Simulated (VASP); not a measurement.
# Tl2Zn (P4_2/mnm) in VASP: settings compared

Aim: see how the results for Tl2Zn move with the level of theory and the settings. Levels: PBE, PBE+D3(BJ). Tasks: single point.

All numbers are computed with VASP 6.6.1; they aren't measurements. Logs are shortened: lines on timing, memory, paths and dates and some standing lists are left out, and cuts for length are marked.

## 1. The cell of the first run

It takes space group P4_2/mnm (No. 136, tetragonal). The conventional cell has a = 7.076 Å, b = 7.076 Å, c = 3.619 Å, α = 90.00°, β = 90.00°, γ = 90.00°. Zn (site symmetry mmm) has 6 Tl at 2.77 to 2.87 Å and 2 Zn at 3.62 Å within 3.7 Å. Within 3.7 Å of Tl (site symmetry m2m) lie 3 Zn at 2.77 to 2.87 Å and 2 Tl at 3.62 Å.

## 2. Single point, PBE

INCAR reads:

```
SYSTEM = Tl2Zn
PREC = Accurate
ENCUT = 520
EDIFF = 1E-7
ISMEAR = 0
SIGMA = 0.1
LREAL = .FALSE.
LASPH = .TRUE.
NELM = 80
ALGO = Fast
ISIF = 2
LWAVE = .FALSE.
LCHARG = .TRUE.
GGA = PE
LELF = .TRUE.
LVHAR = .TRUE.
NBANDS = 47
```

KPOINTS reads:

```
regular mesh
0
G
  6 6 10
  0 0 0
```

POSCAR reads:

```
Tl2Zn
1.0
    7.0755454263      0.0000000000      0.0000000000
    0.0000000000      7.0755454263      0.0000000000
    0.0000000000      0.0000000000      3.6188631394
Zn Tl
2 4
Direct
    0.0000000000      0.0000000000      0.0000000000
    0.5000000000      0.5000000000      0.5000000000
    0.2767338437      0.2767338437      0.0000000000
    0.2232661563      0.7767338437      0.5000000000
    0.7232661563      0.7232661563      0.0000000000
    0.7767338437      0.2232661563      0.5000000000
```

Potentials or basis: VASP PAW PBE potentials, release 64 (Zn, Tl_d).

The run is started by

```bash
> cat potpaw_PBE.64/Zn/POTCAR potpaw_PBE.64/Tl_d/POTCAR > POTCAR
> mpirun -np 1 vasp_std > vasp.out
```

OUTCAR:

```text
SYSTEM = Tl2Zn
   PREC = Accurate
   ENCUT = 520
   EDIFF = 1E-7
   ISMEAR = 0
   LREAL = .FALSE.
   LASPH = .TRUE.
   NELM = 80
   ISIF = 2
   GGA = PE

 ion  position               nearest neighbor table
   1  0.000  0.000  0.000-   3 2.77   5 2.77   4 2.87   6 2.87   4 2.87   6 2.87
   2  0.500  0.500  0.500-   4 2.77   6 2.77   5 2.87   3 2.87   3 2.87   5 2.87
   3  0.277  0.277  0.000-   1 2.77   2 2.87   2 2.87   6 3.99   4 3.99   4 3.99   6 3.99   4 3.99
                             4 3.99   6 3.99   6 3.99
   4  0.223  0.777  0.500-   2 2.77   1 2.87   1 2.87   5 3.99   3 3.99   3 3.99   5 3.99   3 3.99
                             3 3.99   5 3.99   5 3.99
   5  0.723  0.723  0.000-   1 2.77   2 2.87   2 2.87   6 3.99   4 3.99   4 3.99   6 3.99   6 3.99
                             6 3.99   4 3.99   4 3.99
   6  0.777  0.223  0.500-   2 2.77   1 2.87   1 2.87   5 3.99   3 3.99   3 3.99   5 3.99   5 3.99
                             5 3.99   3 3.99   3 3.99

  LATTYP: Found a simple tetragonal cell.
 ALAT       =     7.0755454263
 C/A-ratio  =     0.5114606608

  Lattice vectors:

 A1 = (   7.0755454263,   0.0000000000,   0.0000000000)
 A2 = (   0.0000000000,   7.0755454263,   0.0000000000)
 A3 = (   0.0000000000,   0.0000000000,   3.6188631394)

Analysis of symmetry for initial positions (statically):
=====================================================================
 Subroutine PRICEL returns:
 Original cell was already a primitive cell.

 Routine SETGRP: Setting up the symmetry group for a
 simple tetragonal supercell.

 Subroutine GETGRP returns: Found 16 space group operations
 (whereof  8 operations were pure point group operations)
 out of a pool of 16 trial point group operations.

The static configuration has the point symmetry D_2h.
 The point group associated with its full space group is D_4h.

Analysis of symmetry for dynamics (positions and initial velocities):
=====================================================================
 Subroutine PRICEL returns:
 Original cell was already a primitive cell.

 Routine SETGRP: Setting up the symmetry group for a
 simple tetragonal supercell.

 Subroutine GETGRP returns: Found 16 space group operations
 (whereof  8 operations were pure point group operations)
 out of a pool of 16 trial point group operations.

The dynamic configuration has the point symmetry D_2h.
 The point group associated with its full space group is D_4h.

 Subroutine INISYM returns: Found 16 space group operations
 (whereof  8 operations are pure point group operations),
 and found     1 'primitive' translations

----------------------------------------------------------------------------------------

                                     Primitive cell

  volume of cell :     181.1724

  direct lattice vectors                    reciprocal lattice vectors
     7.075545426  0.000000000  0.000000000     0.141331861  0.000000000  0.000000000
     0.000000000  7.075545426  0.000000000     0.000000000  0.141331861  0.000000000
     0.000000000  0.000000000  3.618863139     0.000000000  0.000000000  0.276329875

  length of vectors
     7.075545426  7.075545426  3.618863139     0.141331861  0.141331861  0.276329875

  position of ions in fractional coordinates (direct lattice)
     0.000000000  0.000000000  0.000000000
     0.500000000  0.500000000  0.500000000
     0.276733844  0.276733844  0.000000000
     0.223266156  0.776733844  0.500000000
     0.723266156  0.723266156  0.000000000
     0.776733844  0.223266156  0.500000000

  ion indices of the primitive-cell ions
   primitive index   ion index
                 1           1
                 2           2
                 3           3
                 4           4
                 5           5
                 6           6

----------------------------------------------------------------------------------------

 KPOINTS: regular mesh

Automatic generation of k-mesh.
 Grid dimensions read from file:
 generate k-points for:    6    6   10

 Generating k-lattice:

  Cartesian coordinates                     Fractional coordinates (reciprocal lattice)
     0.023555310  0.000000000  0.000000000     0.166666667  0.000000000  0.000000000
     0.000000000  0.023555310  0.000000000     0.000000000  0.166666667  0.000000000
     0.000000000  0.000000000  0.027632988     0.000000000  0.000000000  0.100000000

  Length of vectors
     0.023555310  0.023555310  0.027632988

  Shift w.r.t. Gamma in fractional coordinates (k-lattice)
     0.000000000  0.000000000  0.000000000

 Subroutine IBZKPT returns following result:
 ===========================================

 Found     60 irreducible k-points:

 Following reciprocal coordinates:
            Coordinates               Weight
  0.000000  0.000000  0.000000      1.000000
  0.166667  0.000000  0.000000      4.000000
  0.333333  0.000000  0.000000      4.000000
  0.500000  0.000000  0.000000      2.000000
  0.166667  0.166667  0.000000      4.000000
  0.333333  0.166667  0.000000      8.000000
[... 16 lines left out ...]
  0.333333  0.000000  0.200000      8.000000
  0.500000  0.000000  0.200000      4.000000
 [... further k-points ...]
   k-points           NKPTS =     60   k-points in BZ     NKDIM =     60   number of bands    NBANDS=     47
   number of dos      NEDOS =    301   number of ions     NIONS =      6
   total plane-waves  NPLWV =  81648
   dimension x,y,z NGX =    54 NGY =   54 NGZ =   28
   dimension x,y,z NGXF=   108 NGYF=  108 NGZF=   56
   ions per type =               2   4
   NGX,Y,Z   is equivalent  to a cutoff of  12.69, 12.69, 12.86 a.u.
   NGXF,Y,Z  is equivalent  to a cutoff of  25.38, 25.38, 25.73 a.u.
 SYSTEM =  Tl2Zn
   PREC   = accura    normal or accurate (medium, high low for compatibility)
   ISTART =      0    job   : 0-new  1-cont  2-samecut
   ICHARG =      2    charge: 1-file 2-atom 10-const
   ISPIN  =      1    spin polarized calculation?
   LNONCOLLINEAR =      F non collinear calculations
   LSORBIT =      F    spin-orbit coupling
   LASPH  =      T    aspherical Exc in radial PAW
   ENCUT  =  520.0 eV  38.22 Ry    6.18 a.u.  13.16 13.16  6.73*2*pi/ulx,y,z
   NELM   =     80;   NELMIN=  2; NELMDL= -5     # of ELM steps
   EDIFF  = 0.1E-06   stopping-criterion for ELM
   LREAL  =      F    real-space projection
   EDIFFG = 0.1E-05   stopping-criterion for IOM
   NSW    =      0    number of steps for IOM
   IBRION =     -1    ionic relax: 0-MD 1-quasi-New 2-CG
   NFREE  =      0    steps in history (QN), initial steepest desc. (CG)
   ISIF   =      2    stress and relaxation
   ISYM   =      2    0-nonsym 1-usesym 2-fastsym
   POTIM  = 0.5000    time-step for ionic-motion
   TEBEG  =    0.0;   TEEND  =   0.0 temperature during run
   PSTRESS=    0.0 pullay stress
   NELECT =      76.0000    total number of electrons
   NUPDOWN=      -1.0000    fix difference up-down
   EMIN   =  10.00;   EMAX   =-10.00  energy-range for DOS
   EFERMI =   0.00;   METHOD = LEGACY
   ISMEAR =     0;   SIGMA  =   0.10  broadening in eV -4-tet -1-fermi 0-gaus
   EFERMI_NEDOS =   21; number of points for ismear=-14 and -15
   IALGO  =     68    algorithm
   IMIX   =      4    mixing-type and parameters
     AMIX     =   0.40;   BMIX     =  1.00
     AMIX_MAG =   1.60;   BMIX_MAG =  1.00
  volume/ion in A,a.u.               =      30.20       203.77
  Fermi-wavevector in a.u.,A,eV,Ry     =   1.225506  2.315870 20.434106  1.501864
  Thomas-Fermi vector in A             =   2.360541
   LORBIT       =      0    0 simple, 1 ext, 2 COOP (PROOUT), +10 PAW based schemes
   GGA     = PE    functional components
   LHFCALC =     F    Hartree Fock is set to
   AEXX    =    0.0000 exact exchange contribution
   IVDW    =     0    specifies the selected vdW correction
   LEPSILON=     F    determine dielectric tensor
   LRPA    =     F    only Hartree local field effects (RPA)
 non-spin polarized calculation
 RMM-DIIS sequential band-by-band and
 Gauss-broadening in eV      SIGMA  =   0.10
  energy-cutoff  :      520.00
  volume of cell :      181.17
 maximum number of plane-waves:      4902
 NGX is ok and might be reduce to    54
   NGX = 27   NGY = 27   NGZ = 13

 number of electron      75.9999946 magnetization

 Free energy of the ion-electron system (eV)
  ---------------------------------------------------
  ext. energy  EPLUGINS =         0.00000000
  ---------------------------------------------------
  free energy    TOTEN  =        -9.94312333 eV

  energy without entropy =       -9.93123140  energy(sigma->0) =       -9.93717737

 E-fermi :   3.9322     XC(G=0):  -9.2436

 val. band max:        3.9267165140   @ k =   0.5000   0.5000   0.2000
 cond. band min:       3.9958374513   @ k =   0.3333   0.3333   0.1000
 fundamental gap:      0.0691209374
 Fermi energy:         3.9321776515

 k-point     1 :       0.0000    0.0000    0.0000
  band No.  band energies     occupation
      1      -7.8143      2.00000
      2      -7.7833      2.00000
      3      -7.7043      2.00000
      4      -7.7043      2.00000
      5      -7.6850      2.00000
      6      -7.6786      2.00000
[... 39 lines left out ...]
     46      10.2697      0.00000
     47      10.2837      0.00000

 k-point     2 :       0.1667    0.0000    0.0000
  band No.  band energies     occupation
      1      -7.8010      2.00000
      2      -7.7781      2.00000
      3      -7.7098      2.00000
      4      -7.7029      2.00000
      5      -7.6805      2.00000
      6      -7.6774      2.00000
[... 39 lines left out ...]
     46      10.1862      0.00000
     47      10.3548      0.00000

 k-point     3 :       0.3333    0.0000    0.0000
  band No.  band energies     occupation
      1      -7.7652      2.00000
      2      -7.7641      2.00000
      3      -7.7240      2.00000
      4      -7.7001      2.00000
      5      -7.6831      2.00000
      6      -7.6594      2.00000
[... 39 lines left out ...]
     46       9.5338      0.00000
     47      10.5902      0.00000

 k-point     4 :       0.5000    0.0000    0.0000
  band No.  band energies     occupation
      1      -7.7452      2.00000
      2      -7.7452      2.00000
      3      -7.7169      2.00000
      4      -7.7169      2.00000
      5      -7.6855      2.00000
      6      -7.6855      2.00000
[... 939 lines left out ...]
     46       8.9918      0.00000
     47       9.3176      0.00000

 k-point    23 :       0.3333    0.0000    0.2000
  band No.  band energies     occupation
      1      -7.7442      2.00000
      2      -7.6680      2.00000
      3      -7.6659      2.00000
      4      -7.6536      2.00000
      5      -7.6405      2.00000
      6      -7.6126      2.00000
[... 39 lines left out ...]
     46       8.3958      0.00000
     47       8.6031      0.00000

 k-point    24 :       0.5000    0.0000    0.2000
  band No.  band energies     occupation
      1      -7.7020      2.00000
      2      -7.7020      2.00000
      3      -7.6643      2.00000
      4      -7.6643      2.00000
      5      -7.6314      2.00000
      6      -7.6314      2.00000
[... 39 lines left out ...]
     46       8.2050      0.00000
     47       8.3196      0.00000

 [... further k-points ...]
[... 5 lines left out ...]
  --------------------------------------------------------------------------------------
  -------------------------------------------------------------------------------------
  Total       -0.0328055     -0.0328055     -0.0385141     -0.0000000      0.0000000      0.0000000
  in kB       -0.2901121     -0.2901121     -0.3405950     -0.0000000      0.0000000      0.0000000
  external PRESSURE =      -0.3069397 kB  Pullay stress =       0.0000000 kB

 VOLUME and BASIS-vectors are now :
 -----------------------------------------------------------------------------
  energy-cutoff  :      520.00
  volume of cell :      181.17
      direct lattice vectors                 reciprocal lattice vectors
     7.075545426  0.000000000  0.000000000     0.141331861  0.000000000  0.000000000
     0.000000000  7.075545426  0.000000000     0.000000000  0.141331861  0.000000000
     0.000000000  0.000000000  3.618863139     0.000000000  0.000000000  0.276329875

 POSITION                                       TOTAL-FORCE (eV/Angst)
 -----------------------------------------------------------------------------------
      0.00000      0.00000      0.00000         0.000000      0.000000     -0.000000
      3.53777      3.53777      1.80943         0.000000      0.000000     -0.000000
      1.95804      1.95804      0.00000         0.000156      0.000156      0.000000
      1.57973      5.49582      1.80943        -0.000156      0.000156     -0.000000
      5.11750      5.11750      0.00000        -0.000156     -0.000156     -0.000000
      5.49582      1.57973      1.80943         0.000156     -0.000156     -0.000000
 -----------------------------------------------------------------------------------
    total drift:                                0.000000     -0.000000      0.000000

  FREE ENERGIE OF THE ION-ELECTRON SYSTEM (eV)
  ---------------------------------------------------
  free  energy   TOTEN  =        -9.9431233312 eV

  energy  without entropy=       -9.9312313992  energy(sigma->0) =       -9.93717737
```

Wall time 7.8 min (1 thread of Oxide Virtual Turin-like, shared host); peak memory 0.51 GiB.

Results:

```
Free energy            : -9.9431 eV
Pressure               : 0.0 GPa
Band gap on the k mesh : zero (bands 38 and 39 overlap by 1.21 eV)
```

Caveat: spin-orbit coupling is left out, which moves the levels of the heavy elements.

## 3. Single point, PBE+D3(BJ)

INCAR reads:

```
PREC     = Accurate       # precision mode
ENCUT    = 520            # plane-wave cutoff, eV
EDIFF    = 1E-6           # SCF threshold, eV
ISMEAR   = 0              # smearing method
SIGMA    = 0.1            # smearing width, eV
LREAL    = F              # projectors in reciprocal space
LASPH    = T              # aspherical terms in the spheres
NELM     = 80             # most SCF steps
ALGO     = Fast           # electronic algorithm
ISIF     = 2              # what is computed and relaxed
LWAVE    = F              # write WAVECAR
LCHARG   = T              # write CHGCAR
GGA      = PE             # functional
IVDW     = 12             # dispersion correction
LELF     = T              # ELF
LVHAR    = T            
NBANDS   = 47             # bands
```

KPOINTS reads:

```
Automatic mesh
0
Gamma
  6 6 10
```

POSCAR is that of step 2.

Potentials or basis: VASP PAW PBE potentials, release 64 (Zn, Tl_d).

The run is started by

```bash
> cat potpaw_PBE.64/Zn/POTCAR potpaw_PBE.64/Tl_d/POTCAR > POTCAR
> mpirun -np 1 vasp_std > vasp.out
```

Run time: 6.8 min. Hardware: 1 thread of Oxide Virtual Turin-like, shared host; peak memory 0.52 GiB.

The run converged. Its results:

```
Free energy                : -11.6109 eV
Pressure                   : -1.5 GPa
Largest force              : 0.006 eV/Å
Band gap on the k mesh     : zero (bands 38 and 39 overlap by 1.21 eV)
Dispersion energy per atom : -0.278 eV
```

Forces in eV/Å, atoms in the order of the input:
```
Zn   0.000  0.000  0.000
Zn   0.000  0.000  0.000
Tl  -0.004 -0.004  0.000
Tl   0.004 -0.004  0.000
Tl   0.004  0.004  0.000
Tl  -0.004  0.004  0.000
```

Levels at points of the mesh, in eV from the Fermi level:
```csv
k point,band 36,band 37,band 38,band 39,band 40,band 41
"(0.00, 0.00, 0.00)",-1.73,-1.44,-1.44,0.35,3.16,4.21
"(0.50, 0.00, 0.00)",-3.49,0.21,0.21,1.57,1.57,3.51
"(0.50, 0.50, 0.00)",-1.39,-0.54,-0.54,1.53,1.53,1.69
"(0.00, 0.00, 0.50)",-2.66,-1.12,-1.12,0.24,0.24,1.41
"(0.50, 0.00, 0.50)",-2.33,-1.62,-1.62,-0.28,-0.28,0.81
"(0.50, 0.50, 0.50)",-3.73,-1.89,-1.89,1.73,1.73,2.08
```

Caveat: spin-orbit coupling is left out, which moves the levels of the heavy elements.

The gap in the log of VASP goes by the Fermi energy; the results here count the filled bands.